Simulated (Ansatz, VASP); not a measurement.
**One calculation of TaAs, two programs**

```
CELL_PARAMETERS angstrom
3.42870 0.00000 0.00000
0.00000 3.42870 0.00000
0.00000 0.00000 24.63613
ATOMIC_POSITIONS crystal
Ta 0.50000 0.50000 0.30443
Ta 0.00000 0.50000 0.42196
Ta 0.00000 0.00000 0.53950
Ta 0.50000 0.00000 0.65703
As 0.00000 0.00000 0.34297
As 0.50000 0.00000 0.46050
As 0.50000 0.50000 0.57804
As 0.00000 0.50000 0.69557
```

Alike in both runs: task single point; functional PBEsol; k mesh 10 × 10 × 1; no spin polarisation.

|  | VASP | Ansatz |
| --- | --- | --- |
| version | VASP 6.6.1 | Ansatz 0.2.0 |
| potentials or method | VASP PAW PBE potentials, release 64 (Ta_pv, As), cutoff 520 eV | scalar-relativistic, plane waves, PAW |
| occupations | methfessel-paxton of order 1, width 0.2 eV | cold, width 0.2 eV |
| valence electrons in the cell | 64 | 112 |

VASP gave:

* gap on the k mesh at the Fermi level (eV): none
* rms of the force components (eV/Å): 0.276
* work function, face that differs most (eV): 5.13

Question: What did Ansatz give for the same quantities?

Answer: gap on the k mesh at the Fermi level (eV): none; rms of the force components (eV/Å): 0.277; work function, face that differs most (eV): 5.16.

VASP's potentials were made for PBE, not for PBEsol. A gap of «none» marks a metal or a gap that the smearing closes. VASP's potentials hold 64 valence electrons a cell and Ansatz's 112, so a difference there can come from the potentials and not from the codes.

Spin-orbit coupling is off throughout.
